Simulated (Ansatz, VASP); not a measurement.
**One calculation of SiC, two programs**

File INCAR:

```
SYSTEM = SiC
ALGO = Normal ; EDIFF = 1E-7
EDIFFG = -0.002 ; ENCUT = 520
GGA = PE ; GGA_COMPAT = .False.
IBRION = 2 ; ISIF = 2
ISMEAR = 0 ; LASPH = .True.
LCHARG = .False. ; LREAL = .False.
LWAVE = .False. ; NELM = 120
NELMIN = 4 ; NSW = 60
PREC = Accurate ; SIGMA = 0.02
```

The input KPOINTS:

```
k-points
0
Gamma
  10 10 10
  0 0 0
```

The input POSCAR:

```
SiC
1.0
    0.0103112859      2.2014459926      2.1821212878
    2.2014459926      0.0103112859      2.1821212878
    2.2117572785      2.2117572785      0.0000000000
Si C
1 1
Direct
    0.0004099704      0.0004099704     -0.0004099704
    0.2495900296      0.2495900296      0.2504099704
```

Input for Ansatz:

```yaml
crystal:
  lattice:
    - [0.0103112859, 2.2014459926, 2.1821212878]
    - [2.2014459926, 0.0103112859, 2.1821212878]
    - [2.2117572785, 2.2117572785, 0.0]
  atoms:
    - { symbol: Si, position: [0.0004099704, 0.0004099704, -0.0004099704] }
    - { symbol: C, position: [0.2495900296, 0.2495900296, 0.2504099704] }
basis:
  ecutwfc: 420
kpoints:
  mp_grid: { grid: [10, 10, 10] }
hamiltonian:
  xc: pbe
  pseudopotentials: { kind: paw, azcp: { folder: soft_1 } }
scf:
  occupations: { method: gaussian, width: 0.02 }
output:
  forces: true
  stress: true
  eigenvalues: true
relax:
  adjacent_minimum: "off"
  f_tol: 0.002
  max_steps: 40
```

Change from the starting cell: strained cell.

Alike in both runs: task relaxation of the atoms; functional PBE; k mesh 10 × 10 × 10; occupations gaussian, width 0.02 eV; no spin polarisation.

|  | VASP | Ansatz |
| --- | --- | --- |
| version | VASP 6.6.1 | Ansatz 0.2.0 |
| potentials or method | VASP PAW PBE potentials, release 64 (Si, C), cutoff 520 eV | scalar-relativistic, plane waves, PAW |
| valence electrons in the cell | 8 | 8 |

|  | VASP | Ansatz | Ansatz less VASP |
| --- | --- | --- | --- |
| gap on the k mesh at the Fermi level, each at its own relaxed structure (eV) | 1.28 | 1.28 | +0.003 |

Ansatz's warnings: stress scf threshold loose.
